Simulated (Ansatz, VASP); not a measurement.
# Two plane-wave programs on P

```
P
1.0
     3.28923   -0.00104   -0.02922
    -1.64579    2.85033    0.00383
    -0.34211   -0.14449   37.86558
P
12
Direct
  0.02945 0.99979 0.18511
  0.99251 0.01268 0.68153
  0.03910 0.05456 0.31571
  0.98395 0.97672 0.81455
  0.31187 0.63528 0.51970
  0.65152 0.32427 0.01608
  0.30988 0.65439 0.98341
  0.63673 0.29858 0.48703
  0.31733 0.67600 0.64886
  0.68780 0.32983 0.15244
  0.32561 0.64664 0.84722
  0.71426 0.39126 0.34838
```

Change from the starting cell: cell x1, atoms moved at random (sigma 0.1 Å) and cell strained at random (1.5 %), then relaxed without symmetry.

Alike in both runs: functional PBE; k mesh 6 × 6 × 1; occupations gaussian, width 0.1 eV; no spin polarisation.

Ansatz relaxed the structure, and its values are those at the end. VASP's run is a single point on that final structure, the one shown.

|  | VASP | Ansatz |
| --- | --- | --- |
| version | VASP 6.6.1 | Ansatz 0.2.0 |
| potentials or method | VASP PAW PBE potentials, release 64 (P), cutoff 520 eV | scalar-relativistic, plane waves, PAW |
| valence electrons in the cell | 60 | 60 |

Ansatz gave:

```
gap on the k mesh at the Fermi level (eV) : 1.66
least direct gap on the mesh (eV)         : 1.99
pressure (GPa)                            : 0.0
rms of the force components (eV/Å)        : 0.002
```

Q: Which values does VASP return?

A: gap on the k mesh at the Fermi level (eV): 1.71; least direct gap on the mesh (eV): 2.03; pressure (GPa): -0.3; rms of the force components (eV/Å): 0.048.
